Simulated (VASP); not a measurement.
# SnTe (Fm-3m) in VASP: notebook

The runs below take SnTe through single point, with PBE.

Program: VASP 6.6.1. These are calculated values, not measurements. Logs are shortened: lines on timing, memory, paths and dates and some standing lists are left out, and cuts for length are marked.

### Step 1. The cell of the first run

Symmetry: Fm-3m, No. 225, cubic system. The conventional cell has a = 6.302 Å, b = 6.302 Å, c = 6.302 Å, α = 90.00°, β = 90.00°, γ = 90.00°. Within 4.1 Å of Te (site symmetry m-3m) lie 6 Sn at 3.15 Å. Sn (site symmetry m-3m) has 6 Te at 3.15 Å within 4.1 Å.

### Step 2. Single point, PBE

The input, INCAR:

```
SYSTEM = SnTe
PREC = Accurate
ENCUT = 520
EDIFF = 1E-7
ISMEAR = 0
SIGMA = 0.013000000000000001
LREAL = .FALSE.
LASPH = .TRUE.
NELM = 100
ALGO = Normal
ISIF = 2
LWAVE = .FALSE.
LCHARG = .FALSE.
GGA = PE
NBANDS = 17
```

The input, KPOINTS:

```
Automatic mesh
0
G
  7 7 7
  0 0 0
```

The input, POSCAR:

```
SnTe
1.0
    0.0000000000      3.1508500000      3.1508500000
    3.1508500000      0.0000000000      3.1508500000
    3.1508500000      3.1508500000      0.0000000000
Te Sn
1 1
Direct
    0.5000000000      0.5000000000      0.5000000000
    0.0000000000      0.0000000000      0.0000000000
```

Potentials or basis: VASP PAW PBE potentials, release 64 (Te, Sn_d).

Command:

```console
$ cat potpaw_PBE.64/Te/POTCAR potpaw_PBE.64/Sn_d/POTCAR > POTCAR
$ mpirun -np 1 vasp_std > vasp.out
```

OUTCAR:

```text
SYSTEM = SnTe
   PREC = Accurate
   ENCUT = 520
   EDIFF = 1E-7
   ISMEAR = 0
   LREAL = .FALSE.
   LASPH = .TRUE.
   NELM = 100
   ISIF = 2
   GGA = PE

 ion  position               nearest neighbor table
   1  0.500  0.500  0.500-   2 3.15   2 3.15   2 3.15   2 3.15   2 3.15   2 3.15
   2  0.000  0.000  0.000-   1 3.15   1 3.15   1 3.15   1 3.15   1 3.15   1 3.15

  LATTYP: Found a face centered cubic cell.
 ALAT       =     6.3017000000

  Lattice vectors:

 A1 = (   0.0000000000,   3.1508500000,   3.1508500000)
 A2 = (   3.1508500000,   0.0000000000,   3.1508500000)
 A3 = (   3.1508500000,   3.1508500000,   0.0000000000)

Analysis of symmetry for initial positions (statically):
[... 33 lines left out ...]
                                     Primitive cell

  volume of cell :      62.5624

  direct lattice vectors                    reciprocal lattice vectors
     0.000000000  3.150850000  3.150850000    -0.158687338  0.158687338  0.158687338
     3.150850000  0.000000000  3.150850000     0.158687338 -0.158687338  0.158687338
     3.150850000  3.150850000  0.000000000     0.158687338  0.158687338 -0.158687338

  length of vectors
     4.455974803  4.455974803  4.455974803     0.274854533  0.274854533  0.274854533

  position of ions in fractional coordinates (direct lattice)
     0.500000000  0.500000000  0.500000000
     0.000000000  0.000000000  0.000000000

  ion indices of the primitive-cell ions
   primitive index   ion index
                 1           1
                 2           2

----------------------------------------------------------------------------------------

 KPOINTS: Automatic mesh

Automatic generation of k-mesh.
 Grid dimensions read from file:
 generate k-points for:    7    7    7

 Generating k-lattice:

  Cartesian coordinates                     Fractional coordinates (reciprocal lattice)
    -0.022669620  0.022669620  0.022669620     0.142857143  0.000000000  0.000000000
     0.022669620 -0.022669620  0.022669620     0.000000000  0.142857143  0.000000000
     0.022669620  0.022669620 -0.022669620     0.000000000  0.000000000  0.142857143

  Length of vectors
     0.039264933  0.039264933  0.039264933

  Shift w.r.t. Gamma in fractional coordinates (k-lattice)
     0.000000000  0.000000000  0.000000000

 Subroutine IBZKPT returns following result:
 ===========================================

 Found     20 irreducible k-points:

 Following reciprocal coordinates:
[... 35 lines left out ...]
   LSORBIT =      F    spin-orbit coupling
   LASPH  =      T    aspherical Exc in radial PAW
   ENCUT  =  520.0 eV  38.22 Ry    6.18 a.u.   8.29  8.29  8.29*2*pi/ulx,y,z
   NELM   =    100;   NELMIN=  2; NELMDL= -5     # of ELM steps
   EDIFF  = 0.1E-06   stopping-criterion for ELM
   LREAL  =      F    real-space projection
   EDIFFG = 0.1E-05   stopping-criterion for IOM
   NSW    =      0    number of steps for IOM
   IBRION =     -1    ionic relax: 0-MD 1-quasi-New 2-CG
   NFREE  =      0    steps in history (QN), initial steepest desc. (CG)
   ISIF   =      2    stress and relaxation
   ISYM   =      2    0-nonsym 1-usesym 2-fastsym
   POTIM  = 0.5000    time-step for ionic-motion
   TEBEG  =    0.0;   TEEND  =   0.0 temperature during run
   PSTRESS=    0.0 pullay stress
   NELECT =      20.0000    total number of electrons
   NUPDOWN=      -1.0000    fix difference up-down
   EMIN   =  10.00;   EMAX   =-10.00  energy-range for DOS
   EFERMI =   0.00;   METHOD = LEGACY
   ISMEAR =     0;   SIGMA  =   0.01  broadening in eV -4-tet -1-fermi 0-gaus
   EFERMI_NEDOS =   21; number of points for ismear=-14 and -15
   IALGO  =     38    algorithm
   IMIX   =      4    mixing-type and parameters
     AMIX     =   0.40;   BMIX     =  1.00
     AMIX_MAG =   1.60;   BMIX_MAG =  1.00
  volume/ion in A,a.u.               =      31.28       211.10
  Fermi-wavevector in a.u.,A,eV,Ry     =   1.119387  2.115336 17.048485  1.253028
  Thomas-Fermi vector in A             =   2.256026
   LORBIT       =      0    0 simple, 1 ext, 2 COOP (PROOUT), +10 PAW based schemes
   GGA     = PE    functional components
   LHFCALC =     F    Hartree Fock is set to
   AEXX    =    0.0000 exact exchange contribution
   IVDW    =     0    specifies the selected vdW correction
   LEPSILON=     F    determine dielectric tensor
   LRPA    =     F    only Hartree local field effects (RPA)
 non-spin polarized calculation
 Gauss-broadening in eV      SIGMA  =   0.01
  energy-cutoff  :      520.00
  volume of cell :       62.56
 maximum number of plane-waves:      1705
 NGX is ok and might be reduce to    36
   NGX = 17   NGY = 17   NGZ = 17

 number of electron      19.9999998 magnetization

 Free energy of the ion-electron system (eV)
  ---------------------------------------------------
  ext. energy  EPLUGINS =         0.00000000
  ---------------------------------------------------
  free energy    TOTEN  =        -7.54728182 eV

  energy without entropy =       -7.54728182  energy(sigma->0) =       -7.54728182

 E-fermi :   6.8154     XC(G=0):  -9.4968

 val. band max:        6.7137907192   @ k =   0.4286   0.0000   0.0000
 cond. band min:       7.3753827243   @ k =   0.4286   0.0000   0.0000
 fundamental gap:      0.6615920051
 Fermi energy:         6.8153505338

 k-point     1 :       0.0000    0.0000    0.0000
  band No.  band energies     occupation
      1     -14.9456      2.00000
      2     -14.9456      2.00000
      3     -14.9396      2.00000
      4     -14.9396      2.00000
      5     -14.9396      2.00000
      6      -5.8512      2.00000
[... 377 lines left out ...]
      4     -14.9346      2.00000
      5     -14.9294      2.00000
      6      -4.2150      2.00000
[... 9 lines left out ...]
     16      16.7522      0.00000
     17      17.3797      0.00000

------------------------ aborting loop because EDIFF is reached ----------------------------------------

  FORCE on cell =-STRESS in cart. coord.  units (eV):
  Direction    XX          YY          ZZ          XY          YZ          ZX
  --------------------------------------------------------------------------------------
  -------------------------------------------------------------------------------------
  Total        0.8452869      0.8452869      0.8452869     -0.0000000     -0.0000000      0.0000000
  in kB       21.6471913     21.6471913     21.6471913     -0.0000000     -0.0000000      0.0000000
  external PRESSURE =      21.6471913 kB  Pullay stress =       0.0000000 kB

 VOLUME and BASIS-vectors are now :
 -----------------------------------------------------------------------------
  energy-cutoff  :      520.00
  volume of cell :       62.56
      direct lattice vectors                 reciprocal lattice vectors
     0.000000000  3.150850000  3.150850000    -0.158687338  0.158687338  0.158687338
     3.150850000  0.000000000  3.150850000     0.158687338 -0.158687338  0.158687338
     3.150850000  3.150850000  0.000000000     0.158687338  0.158687338 -0.158687338

 POSITION                                       TOTAL-FORCE (eV/Angst)
 -----------------------------------------------------------------------------------
      3.15085      3.15085      3.15085        -0.000000      0.000000     -0.000000
      0.00000      0.00000      0.00000         0.000000     -0.000000      0.000000
 -----------------------------------------------------------------------------------
    total drift:                               -0.000000      0.000000      0.000000

  FREE ENERGIE OF THE ION-ELECTRON SYSTEM (eV)
  ---------------------------------------------------
  free  energy   TOTEN  =        -7.5472818158 eV

  energy  without entropy=       -7.5472818158  energy(sigma->0) =       -7.54728182
```

stdout:

```text
POSCAR found type information on POSCAR TeSn
 POSCAR found :  2 types and       2 ions
 scaLAPACK will be used
 LDA part: xc-table for (Slater+PW92), standard interpolation
 POSCAR, INCAR and KPOINTS ok, starting setup
 FFT: planning ... GRIDC
 FFT: planning ... GRID_SOFT
 FFT: planning ... GRID
 WAVECAR not read
 entering main loop
```

Run time: 20 s. Hardware: 1 thread of Intel Xeon Platinum 8488C (Sapphire Rapids), shared host; peak memory 0.21 GiB.

What came out:

```
Free energy : -7.5473 eV
Pressure    : 2.2 GPa
```

Levels at points of the mesh, in eV from the Fermi level:
| k point | band 8 | band 9 | band 10 | band 11 | band 12 | band 13 |
| --- | --- | --- | --- | --- | --- | --- |
| (0.00, 0.00, 0.00) | -2.01 | -2.01 | -2.01 | 3.49 | 3.49 | 3.49 |

Caveat: this odd mesh misses L, where the gap lies, so gap, dielectric constants and Born charges aren't listed; spin-orbit coupling is left out, which moves the levels of the heavy elements.

### Step 3. Single point, PBE

The input, INCAR:

```
ALGO = Normal
EDIFF = 1E-6
ENCUT = 520
GGA = PE
ISIF = 2
ISMEAR = 0
LASPH = True
LCHARG = True
LELF = True
LREAL = False
LVHAR = True
LWAVE = False
NBANDS = 17
NELM = 100
PREC = Accurate
SIGMA = 0.014
```

The input, KPOINTS:

```
k-points
0
Gamma
  7 7 7
```

POSCAR is that of step 2.

Potentials or basis: VASP PAW PBE potentials, release 64 (Te, Sn_d).

Command:

```console
$ cat potpaw_PBE.64/Te/POTCAR potpaw_PBE.64/Sn_d/POTCAR > POTCAR
$ mpirun -np 1 vasp_std > vasp.out
```

Run time: 20 s. Hardware: 1 thread of Intel Xeon Platinum 8488C (Sapphire Rapids), shared host; peak memory 0.2 GiB.

It converged, with:

* Free energy: -7.5473 eV
* Pressure: 2.2 GPa

Levels at points of the mesh, in eV from the Fermi level:
```csv
k point,band 7,band 8,band 9,band 10,band 11,band 12,band 13,band 14
"(0.00, 0.00, 0.00)",-4.54,-2.01,-2.01,-2.01,3.49,3.49,3.49,4.89
```

Caveat: this odd mesh misses L, where the gap lies, so gap, dielectric constants and Born charges aren't listed; spin-orbit coupling is left out, which moves the levels of the heavy elements.

### Step 4. Single point, PBE

The input, INCAR:

```
  ALGO = Normal
  EDIFF = 1E-6
  ENCUT = 520
  GGA = PE
  ISIF = 2
  ISMEAR = 0
  LASPH = True
  LCHARG = False
  LREAL = False
  LWAVE = False
  NBANDS = 17
  NELM = 80
  PREC = Accurate
  SIGMA = 0.016
```

KPOINTS is that of step 3.

POSCAR is that of step 3.

Command:

```console
$ cat potpaw_PBE.64/Te/POTCAR potpaw_PBE.64/Sn_d/POTCAR > POTCAR
$ mpirun -np 1 vasp_std > vasp.out
```

It took 20 s on 1 thread of Intel Xeon Platinum 8488C (Sapphire Rapids), shared host; peak memory 0.21 GiB.

The run converged. Its results:

| Item | Value |
| --- | --- |
| Free energy | -7.5473 eV |
| Pressure | 2.2 GPa |

Levels at points of the mesh, in eV from the Fermi level:
```
           k point  band 8  band 9  band 10  band 11  band 12  band 13
(0.00, 0.00, 0.00)   -2.01   -2.01    -2.01     3.49     3.49     3.49
```

Caveat: this odd mesh misses L, where the gap lies, so gap, dielectric constants and Born charges aren't listed; spin-orbit coupling is left out, which moves the levels of the heavy elements.

### Step 5. The runs side by side

| smearing | pressure (GPa) |
| --- | --- |
| gaussian 0.013 eV | 2.2 |
| gaussian 0.014 eV | 2.2 |
| gaussian 0.016 eV | 2.2 |

Alike in all rows: task single point; level PBE; potentials or basis VASP PAW PBE potentials, release 64 (Te, Sn_d); no spin polarisation; cell as given; k mesh 7 × 7 × 7; cutoff (eV) 520.

Caveats: spin-orbit coupling is left out, which moves the levels of the heavy elements.

Absolute energies hang on the potentials; compare differences alone.
